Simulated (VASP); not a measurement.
Write the native input for VASP 6.6.1 that does the following.

| Quantity | Value |
| --- | --- |
| Task | single point |
| Functional | r2SCAN |
| Potentials or basis | VASP PAW PBE potentials, release 64 (Sr_sv) |
| Cutoff | 520 eV |
| k mesh | 12 × 12 × 8 |
| Occupations | gaussian, width 0.15 eV |
| Spin | no spin polarisation |
| Dipole correction | no |
| Further INCAR settings | ALGO = Normal; EDIFF = 1e-06; NBANDS = 17 |

The system is Sr.

```
Sr
1.0
     4.31000    0.00000    0.00000
    -2.15500    3.73257    0.00000
     0.00000    0.00000    7.22625
Sr
2
Direct
  0.33333 0.66667 0.25000
  0.66667 0.33333 0.75000
```

This cell differs from its parent crystal: strain +0.000 along x and y, +0.025 along z.

One way to write it, as run:

POSCAR

```
Sr
1.0
    4.3100002207      0.0000000000      0.0000000000
   -2.1550001104      3.7325696814      0.0000000000
    0.0000000000      0.0000000000      7.2262500000
Sr
2
Direct
    0.3333333333      0.6666666667      0.2500000000
    0.6666666667      0.3333333333      0.7500000000
```

INCAR.step1

```
SYSTEM = Sr
  PREC = Accurate
  ENCUT = 520
  ISMEAR = 0
  SIGMA = 0.15
  LREAL = .False.
  LASPH = .True.
  NELM = 80
  NBANDS = 17
  GGA = PE
  ALGO = Normal
  EDIFF = 1E-4
  LWAVE = .True.
  LCHARG = .False.
```

INCAR.step2

```
SYSTEM = Sr
  PREC = Accurate
  ENCUT = 520
  EDIFF = 1E-6
  ISMEAR = 0
  SIGMA = 0.15
  LREAL = .False.
  LASPH = .True.
  NELM = 80
  ALGO = Normal
  ISIF = 2
  LWAVE = .False.
  LCHARG = .False.
  METAGGA = R2SCAN
  LMIXTAU = .True.
  NBANDS = 17
  ISTART = 1
```

KPOINTS

```
regular mesh
0
Gamma
  12 12 8
  0 0 0
```

Potentials or basis: VASP PAW PBE potentials, release 64 (Sr_sv).

Launch:

```console
$ cat potpaw_PBE.64/Sr_sv/POTCAR > POTCAR
$ cp INCAR.step1 INCAR
$ mpirun -np 1 vasp_std > vasp.out
$ cp INCAR.step2 INCAR
$ mpirun -np 1 vasp_std > vasp.out
```

Results of the run:

* Pressure: -0.2 GPa
* Band gap on the k mesh: zero (bands 10 and 11 overlap by 0.44 eV)

Caveat: the cell differs from its parent crystal (strain +0.000 along x and y, +0.025 along z); the PAW data sets were made with another functional, which shifts forces and pressure a little.

It took 7.5 min on 1 thread of Intel(R) Xeon(R) Platinum 8259CL CPU @ 2.50GHz (Skylake/Cascade Lake), with other jobs on the host, peak memory 0.34 GiB.
